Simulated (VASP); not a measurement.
# Ga2O3 (C2/m) in VASP: notebook

Aim: see how the results for Ga2O3 move with the level of theory and the settings. Levels: LDA, RPBE, PBE+D3(BJ). Tasks: single point.

Everything below comes from runs of VASP 6.6.1. Logs are shortened: lines on timing, memory, paths and dates and some standing lists are left out, and cuts for length are marked.

**1. The cell of the first run**

Symmetry: C2/m, No. 12, monoclinic system. The conventional cell has a = 12.375 Å, b = 3.077 Å, c = 5.874 Å, α = 90.00°, β = 103.83°, γ = 90.00°. Ga (site symmetry m) has 6 O at 1.96 to 2.10 Å within 2.6 Å. Ga (site symmetry m) has 4 O at 1.86 to 1.89 Å within 2.5 Å. O (site symmetry m) has 3 Ga at 1.86 to 1.96 Å within 2.5 Å. Within 2.5 Å of O (site symmetry m) lie 4 Ga at 1.89 to 2.10 Å. O (site symmetry m) has 3 Ga at 1.86 to 1.96 Å within 2.5 Å.

**2. Single point, LDA**

Contents of INCAR:

```
PREC = Accurate
ENCUT = 520
EDIFF = 1E-7
ISMEAR = -1
SIGMA = 0.05
LREAL = F
LASPH = T
NELM = 60
ALGO = Normal
ISIF = 2
LWAVE = F
LCHARG = F
GGA = CA
NBANDS = 55
```

Contents of KPOINTS:

```
regular mesh
0
Gamma
  9 9 5
```

Contents of POSCAR:

```
Ga2O3
1.0
    6.1873644791     -1.5385332127      0.0000000000
    6.1873644791      1.5385332127      0.0000000000
   -1.4042276835      0.0000000000      5.7040962965
Ga O
4 6
Direct
    0.3413400000      0.3413400000      0.6859800000
    0.6586600000      0.6586600000      0.3140200000
    0.9095000000      0.9095000000      0.2054000000
    0.0905000000      0.0905000000      0.7946000000
    0.5041000000      0.5041000000      0.7434000000
    0.4959000000      0.4959000000      0.2566000000
    0.8267000000      0.8267000000      0.4368000000
    0.1733000000      0.1733000000      0.5632000000
    0.8355000000      0.8355000000      0.8902000000
    0.1645000000      0.1645000000      0.1098000000
```

Potentials or basis: VASP PAW LDA potentials, release 64 (Ga_d, O).

Launch:

```sh
$ cat potpaw_LDA.64/Ga_d/POTCAR potpaw_LDA.64/O/POTCAR > POTCAR
$ mpirun -np 1 vasp_std > vasp.out
```

OUTCAR:

```text
PREC = Accurate
   ENCUT = 520
   EDIFF = 1E-7
   ISMEAR = -1
   LREAL = F
   LASPH = T
   NELM = 60
   ISIF = 2
   GGA = CA

 ion  position               nearest neighbor table
   1  0.341  0.341  0.686-   5 1.96   9 1.96   9 1.96   8 2.03   7 2.10   7 2.10
   2  0.659  0.659  0.314-   6 1.96  10 1.96  10 1.96   7 2.03   8 2.10   8 2.10
   3  0.910  0.910  0.205-   6 1.86   6 1.86   9 1.86   7 1.89
   4  0.090  0.090  0.795-   5 1.86   5 1.86  10 1.86   8 1.89
   5  0.504  0.504  0.743-   4 1.86   4 1.86   1 1.96
   6  0.496  0.496  0.257-   3 1.86   3 1.86   2 1.96
   7  0.827  0.827  0.437-   3 1.89   2 2.03   1 2.10   1 2.10
   8  0.173  0.173  0.563-   4 1.89   1 2.03   2 2.10   2 2.10
   9  0.836  0.836  0.890-   3 1.86   1 1.96   1 1.96
  10  0.164  0.164  0.110-   4 1.86   2 1.96   2 1.96

  LATTYP: Found a base centered monoclinic cell.
 ALAT       =    12.3747289582
 B/A-ratio  =     0.2486572785
 C/A-ratio  =     0.4747093499
 COS(beta)  =    -0.2390419096

  Lattice vectors:

 A1 = (   6.1873644791,  -1.5385332127,   0.0000000000)
 A2 = (   6.1873644791,   1.5385332127,   0.0000000000)
 A3 = (  -1.4042276835,   0.0000000000,   5.7040962965)

Analysis of symmetry for initial positions (statically):
=====================================================================
 Subroutine PRICEL returns:
 Original cell was already a primitive cell.

 Routine SETGRP: Setting up the symmetry group for a
 base centered monoclinic supercell.

 Subroutine GETGRP returns: Found  4 space group operations
 (whereof  4 operations were pure point group operations)
 out of a pool of  4 trial point group operations.

The static configuration has the point symmetry C_2h.

Analysis of symmetry for dynamics (positions and initial velocities):
=====================================================================
 Subroutine PRICEL returns:
 Original cell was already a primitive cell.

 Routine SETGRP: Setting up the symmetry group for a
 base centered monoclinic supercell.

 Subroutine GETGRP returns: Found  4 space group operations
 (whereof  4 operations were pure point group operations)
 out of a pool of  4 trial point group operations.

The dynamic configuration has the point symmetry C_2h.

 Subroutine INISYM returns: Found  4 space group operations
 (whereof  4 operations are pure point group operations),
 and found     1 'primitive' translations

----------------------------------------------------------------------------------------

                                     Primitive cell

  volume of cell :     108.5999

  direct lattice vectors                    reciprocal lattice vectors
     6.187364479 -1.538533213  0.000000000     0.080809851 -0.324984860  0.019893674
     6.187364479  1.538533213  0.000000000     0.080809851  0.324984860  0.019893674
    -1.404227684  0.000000000  5.704096297     0.000000000  0.000000000  0.175312608

  length of vectors
     6.375779454  6.375779454  5.874399539     0.335471533  0.335471533  0.175312608

  position of ions in fractional coordinates (direct lattice)
     0.341340000  0.341340000  0.685980000
     0.658660000  0.658660000  0.314020000
     0.909500000  0.909500000  0.205400000
     0.090500000  0.090500000  0.794600000
     0.504100000  0.504100000  0.743400000
     0.495900000  0.495900000  0.256600000
     0.826700000  0.826700000  0.436800000
     0.173300000  0.173300000  0.563200000
     0.835500000  0.835500000  0.890200000
     0.164500000  0.164500000  0.109800000

  ion indices of the primitive-cell ions
   primitive index   ion index
                 1           1
                 2           2
                 3           3
                 4           4
                 5           5
                 6           6
                 7           7
                 8           8
                 9           9
                10          10

----------------------------------------------------------------------------------------

 KPOINTS: regular mesh

Automatic generation of k-mesh.
 Grid dimensions read from file:
 generate k-points for:    9    9    5

 Generating k-lattice:

  Cartesian coordinates                     Fractional coordinates (reciprocal lattice)
     0.008978872 -0.036109429  0.002210408     0.111111111  0.000000000  0.000000000
     0.008978872  0.036109429  0.002210408     0.000000000  0.111111111  0.000000000
     0.000000000  0.000000000  0.035062522     0.000000000  0.000000000  0.200000000

  Length of vectors
     0.037274615  0.037274615  0.035062522

  Shift w.r.t. Gamma in fractional coordinates (k-lattice)
     0.000000000  0.000000000  0.000000000

 Subroutine IBZKPT returns following result:
 ===========================================

 Found    115 irreducible k-points:

 Following reciprocal coordinates:
            Coordinates               Weight
  0.000000  0.000000  0.000000      1.000000
  0.111111  0.000000  0.000000      4.000000
  0.222222  0.000000  0.000000      4.000000
  0.333333  0.000000  0.000000      4.000000
  0.444444  0.000000  0.000000      4.000000
  0.111111  0.111111  0.000000      2.000000
[... 16 lines left out ...]
 -0.333333  0.333333  0.000000      2.000000
  0.444444  0.444444  0.000000      2.000000
 [... further k-points ...]
   k-points           NKPTS =    115   k-points in BZ     NKDIM =    115   number of bands    NBANDS=     55
   number of dos      NEDOS =    301   number of ions     NIONS =     10
   total plane-waves  NPLWV = 110592
   dimension x,y,z NGX =    48 NGY =   48 NGZ =   48
   dimension x,y,z NGXF=    96 NGYF=   96 NGZF=   96
   ions per type =               4   6
   NGX,Y,Z   is equivalent  to a cutoff of  12.52, 12.52, 13.58 a.u.
   NGXF,Y,Z  is equivalent  to a cutoff of  25.03, 25.03, 27.17 a.u.
 SYSTEM =  unknown system
   PREC   = accura    normal or accurate (medium, high low for compatibility)
   ISTART =      0    job   : 0-new  1-cont  2-samecut
   ICHARG =      2    charge: 1-file 2-atom 10-const
   ISPIN  =      1    spin polarized calculation?
   LNONCOLLINEAR =      F non collinear calculations
   LSORBIT =      F    spin-orbit coupling
   LASPH  =      T    aspherical Exc in radial PAW
   ENCUT  =  520.0 eV  38.22 Ry    6.18 a.u.  11.85 11.85 10.92*2*pi/ulx,y,z
   NELM   =     60;   NELMIN=  2; NELMDL= -5     # of ELM steps
   EDIFF  = 0.1E-06   stopping-criterion for ELM
   LREAL  =      F    real-space projection
   EDIFFG = 0.1E-05   stopping-criterion for IOM
   NSW    =      0    number of steps for IOM
   IBRION =     -1    ionic relax: 0-MD 1-quasi-New 2-CG
   NFREE  =      0    steps in history (QN), initial steepest desc. (CG)
   ISIF   =      2    stress and relaxation
   ISYM   =      2    0-nonsym 1-usesym 2-fastsym
   POTIM  = 0.5000    time-step for ionic-motion
   TEBEG  =    0.0;   TEEND  =   0.0 temperature during run
   PSTRESS=    0.0 pullay stress
   NELECT =      88.0000    total number of electrons
   NUPDOWN=      -1.0000    fix difference up-down
   EMIN   =  10.00;   EMAX   =-10.00  energy-range for DOS
   EFERMI =   0.00;   METHOD = LEGACY
   ISMEAR =    -1;   SIGMA  =   0.05  broadening in eV -4-tet -1-fermi 0-gaus
   EFERMI_NEDOS =   21; number of points for ismear=-14 and -15
   IALGO  =     38    algorithm
   IMIX   =      4    mixing-type and parameters
     AMIX     =   0.40;   BMIX     =  1.00
     AMIX_MAG =   1.60;   BMIX_MAG =  1.00
  volume/ion in A,a.u.               =      10.86        73.29
  Fermi-wavevector in a.u.,A,eV,Ry     =   1.526251  2.884196 31.693977  2.329442
  Thomas-Fermi vector in A             =   2.634310
   LORBIT       =      0    0 simple, 1 ext, 2 COOP (PROOUT), +10 PAW based schemes
   GGA     = CA    functional components
   LHFCALC =     F    Hartree Fock is set to
   AEXX    =    0.0000 exact exchange contribution
   IVDW    =     0    specifies the selected vdW correction
   LEPSILON=     F    determine dielectric tensor
   LRPA    =     F    only Hartree local field effects (RPA)
 non-spin polarized calculation
  energy-cutoff  :      520.00
  volume of cell :      108.60
 maximum number of plane-waves:      2939
   NGX = 23   NGY = 23   NGZ = 21

 number of electron      88.0000000 magnetization

 Free energy of the ion-electron system (eV)
  ---------------------------------------------------
  ext. energy  EPLUGINS =         0.00000000
  ---------------------------------------------------
  free energy    TOTEN  =       -68.06902012 eV

  energy without entropy =      -68.06902012  energy(sigma->0) =      -68.06902012

 E-fermi :   4.3514     XC(G=0): -12.0023

 val. band max:        3.2459059980   @ k =  -0.4444   0.4444   0.4000
 cond. band min:       5.2256220150   @ k =   0.0000   0.0000   0.0000
 fundamental gap:      1.9797160171
 Fermi energy:         4.3514042436

 k-point     1 :       0.0000    0.0000    0.0000
  band No.  band energies     occupation
      1     -15.2349      2.00000
      2     -14.1104      2.00000
      3     -14.0768      2.00000
      4     -13.9697      2.00000
      5     -13.4976      2.00000
      6     -13.4891      2.00000
[... 47 lines left out ...]
     54      15.0184      0.00000
     55      15.3030      0.00000

 k-point     2 :       0.1111    0.0000    0.0000
  band No.  band energies     occupation
      1     -15.1406      2.00000
      2     -14.0842      2.00000
      3     -14.0703      2.00000
      4     -13.9033      2.00000
      5     -13.5030      2.00000
      6     -13.4918      2.00000
[... 47 lines left out ...]
     54      14.3030      0.00000
     55      14.5596      0.00000

 k-point     3 :       0.2222    0.0000    0.0000
  band No.  band energies     occupation
      1     -14.8802      2.00000
      2     -14.0476      2.00000
      3     -13.9820      2.00000
      4     -13.7920      2.00000
      5     -13.5135      2.00000
      6     -13.4985      2.00000
[... 1152 lines left out ...]
 k-point    23 :      -0.3333    0.3333    0.0000
  band No.  band energies     occupation
      1     -14.2984      2.00000
      2     -14.2673      2.00000
      3     -13.8491      2.00000
      4     -13.7454      2.00000
      5     -13.5033      2.00000
      6     -13.4996      2.00000
[... 47 lines left out ...]
     54      14.0295      0.00000
     55      14.1686      0.00000

 k-point    24 :       0.4444    0.4444    0.0000
  band No.  band energies     occupation
      1     -14.9209      2.00000
      2     -14.6944      2.00000
      3     -14.0885      2.00000
      4     -13.7202      2.00000
      5     -13.5053      2.00000
      6     -13.4914      2.00000
[... 47 lines left out ...]
     54      14.8568      0.00000
     55      15.1229      0.00000

 [... further k-points ...]

------------------------ aborting loop because EDIFF is reached ----------------------------------------

  FORCE on cell =-STRESS in cart. coord.  units (eV):
  Direction    XX          YY          ZZ          XY          YZ          ZX
  --------------------------------------------------------------------------------------
  -------------------------------------------------------------------------------------
  Total       -6.1379732     -6.7671016     -6.7580119      0.0000000      0.0000000     -0.0671420
  in kB      -90.5536889    -99.8352391    -99.7011375      0.0000000      0.0000000     -0.9905480
  external PRESSURE =     -96.6966885 kB  Pullay stress =       0.0000000 kB

 VOLUME and BASIS-vectors are now :
 -----------------------------------------------------------------------------
  energy-cutoff  :      520.00
  volume of cell :      108.60
      direct lattice vectors                 reciprocal lattice vectors
     6.187364479 -1.538533213  0.000000000     0.080809851 -0.324984860  0.019893674
     6.187364479  1.538533213  0.000000000     0.080809851  0.324984860  0.019893674
    -1.404227684  0.000000000  5.704096297     0.000000000  0.000000000  0.175312608

 POSITION                                       TOTAL-FORCE (eV/Angst)
 -----------------------------------------------------------------------------------
      3.26072      0.00000      3.91290         0.010912      0.000000      0.027789
      7.70978      0.00000      1.79120        -0.010912      0.000000     -0.027789
     10.96639      0.00000      1.17162         0.062792      0.000000     -0.066519
      0.00411      0.00000      4.53247        -0.062792      0.000000      0.066519
      5.19420      0.00000      4.24043         0.073582      0.000000      0.061125
      5.77630      0.00000      1.46367        -0.073582      0.000000     -0.061125
      9.61682      0.00000      2.49155        -0.083312      0.000000      0.004847
      1.35368      0.00000      3.21255         0.083312      0.000000     -0.004847
      9.08904      0.00000      5.07779         0.217295      0.000000      0.027220
      1.88146      0.00000      0.62631        -0.217295      0.000000     -0.027220
 -----------------------------------------------------------------------------------
    total drift:                                0.000000      0.000000      0.000000

  FREE ENERGIE OF THE ION-ELECTRON SYSTEM (eV)
  ---------------------------------------------------
  free  energy   TOTEN  =       -68.0690201186 eV

  energy  without entropy=      -68.0690201184  energy(sigma->0) =      -68.06902012
```

It took 39 min on 1 thread of Oxide Virtual Turin-like, shared host; peak memory 0.56 GiB.

What came out:

- Free energy: -68.0690 eV
- Pressure: -9.7 GPa
- Largest force: 0.219 eV/Å
- Band gap on the k mesh: 1.98 eV (least direct gap 2.01 eV)

Forces in eV/Å, atoms in the order of the input:
```
Ga   0.011  0.000  0.028
Ga  -0.011  0.000 -0.028
Ga   0.063  0.000 -0.067
Ga  -0.063  0.000  0.067
O    0.074  0.000  0.061
O   -0.074  0.000 -0.061
O   -0.083  0.000  0.005
O    0.083  0.000 -0.005
O    0.217  0.000  0.027
O   -0.217  0.000 -0.027
```

Levels at points of the mesh, in eV from the valence-band top:
```csv
k point,band 40,band 41,band 42,band 43,band 44,band 45,band 46,band 47,band 48,band 49
"(0.00, 0.00, 0.00)",-0.72,-0.69,-0.48,-0.29,-0.03,1.98,5.24,6.22,6.30,7.36
```

Caveat: the cell stands under tension; an odd mesh through Γ misses points on the zone boundary, where band edges can lie.

**3. Single point, RPBE**

This run uses another cell than the first one, of 11.28 Å³/atom.

Contents of INCAR:

```
SYSTEM = Ga2O3
ALGO = Normal
EDIFF = 1E-6
ENCUT = 520
GGA = RP
ISIF = 2
ISMEAR = -1
LASPH = .TRUE.
LCHARG = .TRUE.
LELF = .TRUE.
LREAL = .FALSE.
LVHAR = .TRUE.
LWAVE = .FALSE.
NBANDS = 55
NELM = 80
PREC = Accurate
SIGMA = 0.05
```

Contents of KPOINTS:

```
k-points
0
G
  9 9 5
  0 0 0
```

Contents of POSCAR:

```
Ga2O3
1.0
    6.2974642015     -1.5544410120      0.0143374811
    6.2974642015      1.5544410120      0.0143374811
   -1.4159972673      0.0000000000      5.7573469927
Ga O
4 6
Direct
    0.3417083688      0.3417083688      0.6857020990
    0.6582916312      0.6582916312      0.3142979010
    0.9104703929      0.9104703929      0.2053185698
    0.0895296071      0.0895296071      0.7946814302
    0.5042488689      0.5042488689      0.7429525301
    0.4957511311      0.4957511311      0.2570474699
    0.8260208459      0.8260208459      0.4344552749
    0.1739791541      0.1739791541      0.5655447251
    0.8377002729      0.8377002729      0.8907505947
    0.1622997271      0.1622997271      0.1092494053
```

Potentials or basis: VASP PAW PBE potentials, release 64 (Ga_d, O).

Launch:

```sh
$ cat potpaw_PBE.64/Ga_d/POTCAR potpaw_PBE.64/O/POTCAR > POTCAR
$ mpirun -np 1 vasp_std > vasp.out
```

It took 30 min on 1 thread of Oxide Virtual Turin-like, shared host; peak memory 0.64 GiB.

It converged, with:

```
Free energy            : -55.7625 eV
Pressure               : 0.4 GPa
Largest force          : 0.034 eV/Å
Band gap on the k mesh : 1.88 eV (least direct gap 1.90 eV)
```

Forces in eV/Å, atoms in the order of the input:
```
Ga   0.012  0.000  0.017
Ga  -0.012  0.000 -0.017
Ga   0.005  0.000 -0.010
Ga  -0.005  0.000  0.010
O    0.018  0.000  0.001
O   -0.018  0.000 -0.001
O    0.022  0.000 -0.015
O   -0.022  0.000  0.015
O   -0.012  0.000  0.032
O    0.012  0.000 -0.032
```

Stress tensor (GPa, compression positive):
```
0.42 0.00 0.04
0.00 0.48 0.00
0.04 0.00 0.36
```

Levels at points of the mesh, in eV from the valence-band top:
```tsv
k point	band 40	band 41	band 42	band 43	band 44	band 45	band 46	band 47	band 48	band 49
(0.00, 0.00, 0.00)	-0.69	-0.64	-0.44	-0.27	-0.02	1.88	5.27	6.10	6.42	7.54
```

Caveat: the PAW data sets were made with another functional, which shifts forces and pressure a little; an odd mesh through Γ misses points on the zone boundary, where band edges can lie.

**4. Single point, PBE+D3(BJ)**

This run uses another cell than the first one, of 11.07 Å³/atom.

Contents of INCAR:

```
ALGO = Normal ; EDIFF = 1E-7
ENCUT = 520 ; GGA = PE
ISIF = 2 ; ISMEAR = -1
IVDW = 12 ; LASPH = True
LCHARG = False ; LREAL = False
LWAVE = False ; NBANDS = 55
NELM = 100 ; PREC = Accurate
SIGMA = 0.05
```

Contents of KPOINTS:

```
k-points
0
Gamma
  9 9 5
```

Contents of POSCAR:

```
Ga2O3
1.0
    6.2267755065     -1.5483330515      0.0000000000
    6.2267755065      1.5483330515      0.0000000000
   -1.4131720500      0.0000000000      5.7404290996
Ga O
4 6
Direct
    0.3413400000      0.3413400000      0.6859800000
    0.6586600000      0.6586600000      0.3140200000
    0.9095000000      0.9095000000      0.2054000000
    0.0905000000      0.0905000000      0.7946000000
    0.5041000000      0.5041000000      0.7434000000
    0.4959000000      0.4959000000      0.2566000000
    0.8267000000      0.8267000000      0.4368000000
    0.1733000000      0.1733000000      0.5632000000
    0.8355000000      0.8355000000      0.8902000000
    0.1645000000      0.1645000000      0.1098000000
```

Launch:

```sh
$ cat potpaw_PBE.64/Ga_d/POTCAR potpaw_PBE.64/O/POTCAR > POTCAR
$ mpirun -np 1 vasp_std > vasp.out
```

Run time: 39 min. Hardware: 1 thread of Oxide Virtual Turin-like, shared host; peak memory 0.63 GiB.

It converged, with:

```
Free energy                : -61.5642 eV
Pressure                   : -4.1 GPa
Largest force              : 0.114 eV/Å
Band gap on the k mesh     : 1.90 eV (least direct gap 1.93 eV)
Dispersion energy per atom : -0.189 eV
```

Forces on the atoms (eV/Å):
```
Ga   0.021  0.000  0.052
Ga  -0.021  0.000 -0.052
Ga   0.045  0.000 -0.088
Ga  -0.045  0.000  0.088
O    0.078  0.000  0.041
O   -0.078  0.000 -0.041
O   -0.015  0.000 -0.031
O    0.015  0.000  0.031
O    0.066  0.000  0.093
O   -0.066  0.000 -0.093
```

Stress tensor (GPa, compression positive):
```
-3.64  0.00 -0.01
 0.00 -4.21  0.00
-0.01  0.00 -4.43
```

Levels at points of the mesh, in eV from the valence-band top:
| k point | band 42 | band 43 | band 44 | band 45 | band 46 | band 47 |
| --- | --- | --- | --- | --- | --- | --- |
| (0.00, 0.00, 0.00) | -0.46 | -0.28 | -0.03 | 1.90 | 5.25 | 6.18 |

Caveat: the cell stands under tension; an odd mesh through Γ misses points on the zone boundary, where band edges can lie.

**5. Summary**

| level | potentials or basis | cell | gap on the mesh (eV) | pressure (GPa) | largest force (eV/Å) |
| --- | --- | --- | --- | --- | --- |
| LDA | VASP PAW LDA potentials, release 64 (Ga_d, O) | a = 6.376, b = 6.376, c = 5.874 Å, angles 103.4, 103.4, 27.9°, 10 atoms, atomic positions A | 1.98 | -9.7 | 0.22 |
| RPBE | VASP PAW PBE potentials, release 64 (Ga_d, O) | a = 6.486, b = 6.486, c = 5.929 Å, angles 103.3, 103.3, 27.7°, 10 atoms, atomic positions B | 1.88 | 0.4 | 0.03 |
| PBE+D3(BJ) | VASP PAW PBE potentials, release 64 (Ga_d, O) | a = 6.416, b = 6.416, c = 5.912 Å, angles 103.4, 103.4, 27.9°, 10 atoms, atomic positions A | 1.90 | -4.1 | 0.11 |

Alike in all rows: task single point; no spin polarisation; k mesh 9 × 9 × 5; cutoff (eV) 520; smearing fermi-dirac 0.05 eV.

Caveats: an odd mesh through Γ misses points on the zone boundary, where band edges can lie; the cell stands under tension (at least some runs); the PAW data sets were made with another functional, which shifts forces and pressure a little (at least some runs).

Total energies depend on the potentials used, so only differences within one code and one set of settings carry meaning.
